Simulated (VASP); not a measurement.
# MoS2 (P1) in VASP: a series of runs

MoS2 is run at these levels: r2SCAN; tasks: single point.

Program: VASP 6.6.1. These are calculated values, not measurements. Logs are shortened: lines on timing, memory, paths and dates and some standing lists are left out, and cuts for length are marked.

### 1 The cell of the first run

The typed cell holds 3 atoms: a = 6.335 Å, b = 6.335 Å, c = 6.335 Å, α = 29.12°, β = 29.12°, γ = 29.12°.

### 2 Single point, r2SCAN

File POSCAR:

```
MoS2
1.0
    1.5926210000      0.9195000000      6.0619700000
   -1.5926210000      0.9195000000      6.0619700000
    0.0000000000     -1.8390000000      6.0619700000
Mo S
1 2
Direct
    0.0126446241     -0.0360329960      0.0363128832
    0.6922552993      0.7945068707      0.7841548751
    0.2678083061      0.2597976118      0.2133673961
```

File INCAR.step1:

```
SYSTEM = MoS2
ALGO = Normal
EDIFF = 1E-4
ENCUT = 520
GGA = PE
ISMEAR = -1
LASPH = .TRUE.
LCHARG = .FALSE.
LREAL = .FALSE.
LWAVE = .TRUE.
NBANDS = 20
NELM = 100
PREC = Accurate
SIGMA = 0.086
```

File INCAR.step2:

```
SYSTEM = MoS2
ALGO = Normal
EDIFF = 1E-7
ENCUT = 520
ISIF = 2
ISMEAR = -1
ISTART = 1
LASPH = .TRUE.
LCHARG = .FALSE.
LMIXTAU = .TRUE.
LREAL = .FALSE.
LWAVE = .FALSE.
METAGGA = R2SCAN
NBANDS = 20
NELM = 100
PREC = Accurate
SIGMA = 0.086
```

File KPOINTS:

```
k-points
0
G
  6 6 6
  0 0 0
```

Potentials or basis: VASP PAW PBE potentials, release 64 (Mo_sv, S).

The run is started by

```console
$ cat potpaw_PBE.64/Mo_sv/POTCAR potpaw_PBE.64/S/POTCAR > POTCAR
$ cp INCAR.step1 INCAR
$ mpirun -np 1 vasp_std > vasp.out
$ cp INCAR.step2 INCAR
$ mpirun -np 1 vasp_std > vasp.out
```

OUTCAR:

```text
SYSTEM = MoS2
   EDIFF = 1E-7
   ENCUT = 520
   ISIF = 2
   ISMEAR = -1
   ISTART = 1
   LASPH = .TRUE.
   LREAL = .FALSE.
   METAGGA = R2SCAN
   NELM = 100
   PREC = Accurate

 ion  position               nearest neighbor table
   1  0.013  0.964  0.036-   2 2.27   3 2.37   2 2.42   3 2.45   2 2.58   3 2.61
   2  0.692  0.795  0.784-   1 2.27   1 2.42   1 2.58
   3  0.268  0.260  0.213-   1 2.37   1 2.45   1 2.61

  LATTYP: Found a trigonal (rhomboedric) cell.
 ALAT       =     6.3347772005
 COS(alpha) =     0.8735868709

  Lattice vectors:

 A1 = (   1.5926210000,   0.9195000000,   6.0619700000)
 A2 = (  -1.5926210000,   0.9195000000,   6.0619700000)
 A3 = (   0.0000000000,  -1.8390000000,   6.0619700000)

Analysis of symmetry for initial positions (statically):
=====================================================================
 Subroutine PRICEL returns:
 Original cell was already a primitive cell.

 Routine SETGRP: Setting up the symmetry group for a
 trigonal (rhombohedral) supercell.

 Subroutine GETGRP returns: Found  1 space group operations
 (whereof  1 operations were pure point group operations)
 out of a pool of 12 trial point group operations.

The static configuration has the point symmetry C_1 .

Analysis of symmetry for dynamics (positions and initial velocities):
=====================================================================
 Subroutine PRICEL returns:
 Original cell was already a primitive cell.

 Routine SETGRP: Setting up the symmetry group for a
 trigonal (rhombohedral) supercell.

 Subroutine GETGRP returns: Found  1 space group operations
 (whereof  1 operations were pure point group operations)
 out of a pool of 12 trial point group operations.

The dynamic configuration has the point symmetry C_1 .

 Subroutine INISYM returns: Found  1 space group operations
 (whereof  1 operations are pure point group operations),
 and found     1 'primitive' translations

----------------------------------------------------------------------------------------

                                     Primitive cell

  volume of cell :      53.2634

  direct lattice vectors                    reciprocal lattice vectors
     1.592621000  0.919500000  6.061970000     0.313947888  0.181257930  0.054987625
    -1.592621000  0.919500000  6.061970000    -0.313947888  0.181257930  0.054987625
     0.000000000 -1.839000000  6.061970000     0.000000000 -0.362515860  0.054987625

  length of vectors
     6.334777201  6.334777201  6.334777130     0.366662451  0.366662451  0.366662498

  position of ions in fractional coordinates (direct lattice)
     0.012644624  0.963967004  0.036312883
     0.692255299  0.794506871  0.784154875
     0.267808306  0.259797612  0.213367396

  ion indices of the primitive-cell ions
   primitive index   ion index
                 1           1
                 2           2
                 3           3

----------------------------------------------------------------------------------------

 KPOINTS: k-points

Automatic generation of k-mesh.
 Grid dimensions read from file:
 generate k-points for:    6    6    6

 Generating k-lattice:

  Cartesian coordinates                     Fractional coordinates (reciprocal lattice)
     0.052324648  0.030209655  0.009164604     0.166666667  0.000000000  0.000000000
    -0.052324648  0.030209655  0.009164604     0.000000000  0.166666667  0.000000000
     0.000000000 -0.060419310  0.009164604     0.000000000  0.000000000  0.166666667

  Length of vectors
     0.061110408  0.061110408  0.061110416

  Shift w.r.t. Gamma in fractional coordinates (k-lattice)
     0.000000000  0.000000000  0.000000000

 Subroutine IBZKPT returns following result:
 ===========================================

 Found    112 irreducible k-points:

 Following reciprocal coordinates:
            Coordinates               Weight
  0.000000  0.000000  0.000000      1.000000
  0.166667  0.000000  0.000000      2.000000
  0.000000  0.166667  0.000000      2.000000
  0.000000  0.000000  0.166667      2.000000
  0.333333  0.000000  0.000000      2.000000
  0.000000  0.333333  0.000000      2.000000
[... 16 lines left out ...]
 -0.166667  0.500000  0.000000      2.000000
  0.166667  0.000000  0.500000      2.000000
 [... further k-points ...]
   k-points           NKPTS =    112   k-points in BZ     NKDIM =    112   number of bands    NBANDS=     20
   number of dos      NEDOS =    301   number of ions     NIONS =      3
   total plane-waves  NPLWV = 110592
   dimension x,y,z NGX =    48 NGY =   48 NGZ =   48
   dimension x,y,z NGXF=    96 NGYF=   96 NGZF=   96
   ions per type =               1   2
   NGX,Y,Z   is equivalent  to a cutoff of  12.60, 12.60, 12.60 a.u.
   NGXF,Y,Z  is equivalent  to a cutoff of  25.19, 25.19, 25.19 a.u.
 SYSTEM =  MoS2
   PREC   = accura    normal or accurate (medium, high low for compatibility)
   ISTART =      1    job   : 0-new  1-cont  2-samecut
   ICHARG =      0    charge: 1-file 2-atom 10-const
   ISPIN  =      1    spin polarized calculation?
   LNONCOLLINEAR =      F non collinear calculations
   LSORBIT =      F    spin-orbit coupling
   LASPH  =      T    aspherical Exc in radial PAW
   ENCUT  =  520.0 eV  38.22 Ry    6.18 a.u.  11.78 11.78 11.78*2*pi/ulx,y,z
   NELM   =    100;   NELMIN=  2; NELMDL=  0     # of ELM steps
   EDIFF  = 0.1E-06   stopping-criterion for ELM
   LREAL  =      F    real-space projection
   EDIFFG = 0.1E-05   stopping-criterion for IOM
   NSW    =      0    number of steps for IOM
   IBRION =     -1    ionic relax: 0-MD 1-quasi-New 2-CG
   NFREE  =      0    steps in history (QN), initial steepest desc. (CG)
   ISIF   =      2    stress and relaxation
   ISYM   =      2    0-nonsym 1-usesym 2-fastsym
   POTIM  = 0.5000    time-step for ionic-motion
   TEBEG  =    0.0;   TEEND  =   0.0 temperature during run
   PSTRESS=    0.0 pullay stress
   NELECT =      26.0000    total number of electrons
   NUPDOWN=      -1.0000    fix difference up-down
   EMIN   =  10.00;   EMAX   =-10.00  energy-range for DOS
   EFERMI =   0.00;   METHOD = LEGACY
   ISMEAR =    -1;   SIGMA  =   0.09  broadening in eV -4-tet -1-fermi 0-gaus
   EFERMI_NEDOS =   21; number of points for ismear=-14 and -15
   IALGO  =     38    algorithm
   IMIX   =      4    mixing-type and parameters
     AMIX     =   0.40;   BMIX     =  1.00
     AMIX_MAG =   1.60;   BMIX_MAG =  1.00
  volume/ion in A,a.u.               =      17.75       119.81
  Fermi-wavevector in a.u.,A,eV,Ry     =   1.289010  2.435875 22.606709  1.661546
  Thomas-Fermi vector in A             =   2.420929
   LORBIT       =      0    0 simple, 1 ext, 2 COOP (PROOUT), +10 PAW based schemes
   METAGGA = R2SCAN    functional components
   LHFCALC =     F    Hartree Fock is set to
   AEXX    =    0.0000 exact exchange contribution
   IVDW    =     0    specifies the selected vdW correction
   LEPSILON=     F    determine dielectric tensor
   LRPA    =     F    only Hartree local field effects (RPA)
 non-spin polarized calculation
  energy-cutoff  :      520.00
  volume of cell :       53.26
 maximum number of plane-waves:      1444
   NGX = 23   NGY = 23   NGZ = 23

 number of electron      25.9999999 magnetization

 Free energy of the ion-electron system (eV)
  ---------------------------------------------------
  ext. energy  EPLUGINS =         0.00000000
  ---------------------------------------------------
  free energy    TOTEN  =       -43.89897273 eV

  energy without entropy =      -43.87939791  energy(sigma->0) =      -43.88918532

 E-fermi :   7.7083     XC(G=0): -11.6053

 val. band max:        7.6849426524   @ k =   0.1667   0.0000   0.0000
 cond. band min:       7.7124095675   @ k =   0.1667   0.5000   0.3333
 fundamental gap:      0.0274669151
 Fermi energy:         7.7083245114

 k-point     1 :       0.0000    0.0000    0.0000
  band No.  band energies     occupation
      1     -56.0302      2.00000
      2     -29.4051      2.00000
      3     -29.2864      2.00000
      4     -29.2249      2.00000
      5      -8.0254      2.00000
      6      -6.3749      2.00000
[... 12 lines left out ...]
     19      14.9674      0.00000
     20      17.8240      0.00000

 k-point     2 :       0.1667    0.0000    0.0000
  band No.  band energies     occupation
      1     -56.0200      2.00000
      2     -29.4040      2.00000
      3     -29.3655      2.00000
      4     -29.2493      2.00000
      5      -7.5718      2.00000
      6      -6.3054      2.00000
[... 12 lines left out ...]
     19      16.1127      0.00000
     20      17.3188      0.00000

 k-point     3 :       0.0000    0.1667    0.0000
  band No.  band energies     occupation
      1     -56.0202      2.00000
      2     -29.3892      2.00000
      3     -29.3631      2.00000
      4     -29.2638      2.00000
      5      -7.5983      2.00000
      6      -6.2567      2.00000
[... 12 lines left out ...]
     19      15.9546      0.00000
     20      17.4979      0.00000

 k-point     4 :       0.0000    0.0000    0.1667
  band No.  band energies     occupation
      1     -56.0202      2.00000
      2     -29.3979      2.00000
      3     -29.3235      2.00000
      4     -29.2952      2.00000
      5      -7.6084      2.00000
      6      -6.2399      2.00000
[... 12 lines left out ...]
     19      15.9359      0.00000
     20      17.4043      0.00000

 k-point     5 :       0.3333    0.0000    0.0000
  band No.  band energies     occupation
      1     -55.9996      2.00000
      2     -29.5836      2.00000
      3     -29.3448      2.00000
      4     -29.2904      2.00000
      5      -6.5556      2.00000
      6      -6.0466      2.00000
[... 12 lines left out ...]
     19      15.4929      0.00000
     20      16.9144      0.00000
[... 353 lines left out ...]
      6      -5.6310      2.00000
[... 12 lines left out ...]
     19      15.8567      0.00000
     20      16.6995      0.00000

 k-point    22 :       0.0000    0.5000    0.1667
  band No.  band energies     occupation
      1     -55.9900      2.00000
      2     -29.6061      2.00000
      3     -29.3936      2.00000
      4     -29.3111      2.00000
      5      -6.1867      2.00000
      6      -5.5421      2.00000
[... 12 lines left out ...]
     19      15.6849      0.00000
     20      16.6438      0.00000

 k-point    23 :      -0.1667    0.5000    0.0000
  band No.  band energies     occupation
      1     -55.9902      2.00000
      2     -29.5802      2.00000
      3     -29.4169      2.00000
      4     -29.3118      2.00000
      5      -6.1552      2.00000
      6      -5.5512      2.00000
[... 12 lines left out ...]
     19      15.7682      0.00000
     20      16.3790      0.00000

 k-point    24 :       0.1667    0.0000    0.5000
  band No.  band energies     occupation
      1     -55.9902      2.00000
      2     -29.5628      2.00000
      3     -29.4310      2.00000
      4     -29.3159      2.00000
      5      -6.1880      2.00000
      6      -5.5088      2.00000
[... 12 lines left out ...]
     19      15.9809      0.00000
     20      16.4538      0.00000

 [... further k-points ...]
[... 5 lines left out ...]
  --------------------------------------------------------------------------------------
  -------------------------------------------------------------------------------------
  Total        1.2142925     -0.4713541      0.0061156      0.6178025      2.0352382      2.3032624
  in kB       36.5262164    -14.1784471      0.1839582     18.5836497     61.2204646     69.2826992
  external PRESSURE =       7.5105758 kB  Pullay stress =       0.0000000 kB

 VOLUME and BASIS-vectors are now :
 -----------------------------------------------------------------------------
  energy-cutoff  :      520.00
  volume of cell :       53.26
      direct lattice vectors                 reciprocal lattice vectors
     1.592621000  0.919500000  6.061970000     0.313947888  0.181257930  0.054987625
    -1.592621000  0.919500000  6.061970000    -0.313947888  0.181257930  0.054987625
     0.000000000 -1.839000000  6.061970000     0.000000000 -0.362515860  0.054987625

 POSITION                                       TOTAL-FORCE (eV/Angst)
 -----------------------------------------------------------------------------------
     -1.51510      0.83121      6.14032        -1.447998      0.266146     -1.189543
     -0.16285     -0.07498     13.76623         1.514924      0.540798      0.282375
      0.01276      0.09275      4.49176        -0.066926     -0.806944      0.907168
 -----------------------------------------------------------------------------------
    total drift:                               -0.000009      0.000007     -0.000094

  FREE ENERGIE OF THE ION-ELECTRON SYSTEM (eV)
  ---------------------------------------------------
  free  energy   TOTEN  =       -43.8989727265 eV

  energy  without entropy=      -43.8793979115  energy(sigma->0) =      -43.88918532
```

Run time: 17 min. Hardware: 1 thread of Intel Xeon Platinum 8259CL at 2.50GHz (Skylake/Cascade Lake), shared host; peak memory 0.4 GiB.

Results:

```
Free energy            : -43.8990 eV
Pressure               : 0.8 GPa
Largest force          : 1.893 eV/Å
Band gap on the k mesh : zero (bands 13 and 14 overlap by 0.43 eV)
```

Forces in eV/Å, atoms in the order of the input:
```
Mo  -1.448  0.266 -1.190
S    1.515  0.541  0.282
S   -0.067 -0.807  0.907
```

Caveat: the k points lie up to 0.38 Å⁻¹ apart; the atoms stand as in a frame of molecular dynamics; the PAW data sets were made with another functional, which shifts forces and pressure a little.

### 3 Single point, r2SCAN

This run uses another cell than the first one, of 18.13 Å³/atom.

File POSCAR:

```
MoS2
1.0
    1.6037640000      0.9259340000      6.1043870000
   -1.6037640000      0.9259340000      6.1043870000
    0.0000000000     -1.8518680000      6.1043870000
Mo S
1 2
Direct
   -0.0150747636     -0.0572499216      0.1093356087
    0.8402191637      0.6037529505      0.8483476552
    0.2651667046      0.1516437674      0.3671298319
```

File INCAR.step1:

```
SYSTEM = MoS2
PREC = Accurate ; ENCUT = 520
ISMEAR = -1 ; SIGMA = 0.086
LREAL = .False. ; LASPH = .True.
NELM = 100 ; NBANDS = 20
GGA = PE ; ALGO = Normal
EDIFF = 1E-4 ; LWAVE = .True.
LCHARG = .False.
```

File INCAR.step2:

```
SYSTEM = MoS2
PREC = Accurate ; ENCUT = 520
EDIFF = 1E-6 ; ISMEAR = -1
SIGMA = 0.086 ; LREAL = .False.
LASPH = .True. ; NELM = 100
ALGO = Normal ; ISIF = 2
LWAVE = .False. ; LCHARG = .False.
METAGGA = R2SCAN ; LMIXTAU = .True.
NBANDS = 20 ; ISTART = 1
```

File KPOINTS:

```
Automatic mesh
0
Gamma
  6 6 6
  0 0 0
```

Potentials or basis: VASP PAW PBE potentials, release 64 (Mo_sv, S).

The run is started by

```console
$ cat potpaw_PBE.64/Mo_sv/POTCAR potpaw_PBE.64/S/POTCAR > POTCAR
$ cp INCAR.step1 INCAR
$ mpirun -np 1 vasp_std > vasp.out
$ cp INCAR.step2 INCAR
$ mpirun -np 1 vasp_std > vasp.out
```

It took 14 min on 1 thread of Intel Xeon Platinum 8259CL at 2.50GHz (Skylake/Cascade Lake), shared host; peak memory 0.41 GiB.

It converged, with:

- Free energy: -43.9375 eV
- Pressure: 3.9 GPa
- Largest force: 1.975 eV/Å
- Band gap on the k mesh: zero (bands 13 and 14 overlap by 0.49 eV)

Forces in eV/Å, atoms in the order of the input:
```
Mo   1.845 -0.304 -0.636
S   -1.687  0.162  0.771
S   -0.157  0.142 -0.136
```

Stress tensor (GPa, compression positive):
```
 4.34 -2.69 -6.68
-2.69  1.89  0.13
-6.68  0.13  5.59
```

Levels at points of the mesh, in eV from the Fermi level:
| k point | band 10 | band 11 | band 12 | band 13 | band 14 | band 15 | band 16 | band 17 |
| --- | --- | --- | --- | --- | --- | --- | --- | --- |
| (0.00, 0.00, 0.00) | -2.08 | -1.86 | -1.67 | -1.29 | 0.25 | 0.39 | 2.75 | 3.34 |
| (0.50, 0.00, 0.00) | -4.77 | -2.96 | -2.20 | -1.26 | 0.97 | 1.88 | 3.15 | 3.76 |
| (0.00, 0.50, 0.00) | -4.41 | -3.40 | -2.34 | -1.39 | 0.97 | 1.90 | 3.00 | 4.06 |
| (0.00, 0.00, 0.50) | -4.34 | -3.18 | -2.87 | -0.84 | 0.94 | 1.89 | 2.49 | 4.19 |
| (0.50, 0.50, 0.00) | -4.35 | -3.09 | -3.06 | -1.18 | 0.95 | 1.70 | 2.84 | 5.08 |
| (0.50, 0.00, 0.50) | -4.36 | -3.43 | -2.53 | -1.63 | 0.97 | 1.68 | 3.36 | 4.80 |
| (0.00, 0.50, 0.50) | -4.71 | -3.31 | -2.33 | -1.53 | 0.97 | 1.61 | 3.61 | 4.21 |
| (0.50, 0.50, 0.50) | -3.57 | -1.97 | -1.72 | -0.40 | 0.17 | 0.47 | 2.69 | 3.52 |

Caveat: the k points lie up to 0.38 Å⁻¹ apart; the atoms stand as in a frame of molecular dynamics; the PAW data sets were made with another functional, which shifts forces and pressure a little.
